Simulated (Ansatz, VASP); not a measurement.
SnSe in VASP and in Ansatz

```
Sn Se
1.0
     4.25657    0.00000    0.00000
     0.00000    4.25657    0.00000
     0.00000    0.00000   10.91693
Sn Se
2 2
Direct
  0.00000 0.50000 0.62777
  0.50000 0.00000 0.37223
  0.00000 0.50000 0.38396
  0.50000 0.00000 0.61604
```

Alike in both runs: task single point; functional r2SCAN; k mesh 6 × 6 × 3; occupations fermi-dirac, width 0.05 eV; no spin polarisation.

|  | VASP | Ansatz |
| --- | --- | --- |
| version | VASP 6.6.1 | Ansatz 0.2.0 |
| potentials or method | VASP PAW PBE potentials, release 64 (Sn_d, Se) | Ansatz PAW |
| plane-wave cutoff (eV) | 520 | 500 |
| valence electrons in the cell | 40 | 60 |

```csv
,VASP,Ansatz,Ansatz less VASP
gap on the k mesh at the Fermi level (eV),1.75,1.75,+0.006
least direct gap on the mesh (eV),1.75,1.75,+0.006
rms of the force components (eV/Å),0.082,0.074,-0.0082
```

VASP's potentials were made for PBE, not for r2SCAN. Atom by atom the forces differ by 0.008 eV/Å (rms over components). With one functional, cell and mesh, what is left measures potentials, basis and numerics. VASP's potentials hold 40 valence electrons a cell and Ansatz's 60, so a difference there can come from the potentials and not from the codes.

Noted on Ansatz's run: odd divisions of the mesh miss points on the zone boundary, where band edges often lie, so the gap on the mesh can be too wide.
